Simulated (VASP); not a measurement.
A run of VASP 6.6.1:

INCAR

```
ALGO     = Normal         # electronic algorithm
EDIFF    = 1E-8           # SCF threshold, eV
ENCUT    = 520            # plane-wave cutoff, eV
GGA      = CA             # functional
ISIF     = 2              # what is computed and relaxed
ISMEAR   = -1             # smearing method
LASPH    = True           # aspherical terms in the spheres
LCHARG   = False          # write CHGCAR
LEFG     = True         
LREAL    = False          # projectors in reciprocal space
LWAVE    = False          # write WAVECAR
NBANDS   = 33             # bands
NELM     = 100            # most SCF steps
PREC     = Accurate       # precision mode
SIGMA    = 0.08           # smearing width, eV
```

The input KPOINTS:

```
k-points
0
Gamma
  13 13 13
```

File POSCAR:

```
TiO2
1.0
   -1.9050334778      1.9050334778      4.7885042294
    1.9050334778     -1.9050334778      4.7885042294
    1.9050334778      1.9050334778     -4.7885042294
Ti O
2 4
Direct
    0.0000000000      0.0000000000      0.0000000000
    0.7500000000      0.2500000000      0.5000000000
    0.2066000000      0.2066000000      0.0000000000
    0.9566000000      0.4566000000      0.5000000000
    0.5434000000      0.0434000000      0.5000000000
    0.7934000000      0.7934000000      0.0000000000
```

Potentials or basis: VASP PAW LDA potentials, release 64 (Ti_sv, O).

Run with:

```bash
$ cat potpaw_LDA.64/Ti_sv/POTCAR potpaw_LDA.64/O/POTCAR > POTCAR
$ mpirun -np 1 vasp_std > vasp.out
```

Hardware: 1 thread of AMD EPYC 7R13, with other jobs on the host.

Problem. How long does it take, and how much memory?

Solution. It took 25 min on 1 thread of AMD EPYC 7R13 (shared host), peak memory 0.44 GiB. Counts: scf iterations 19, k points 196.
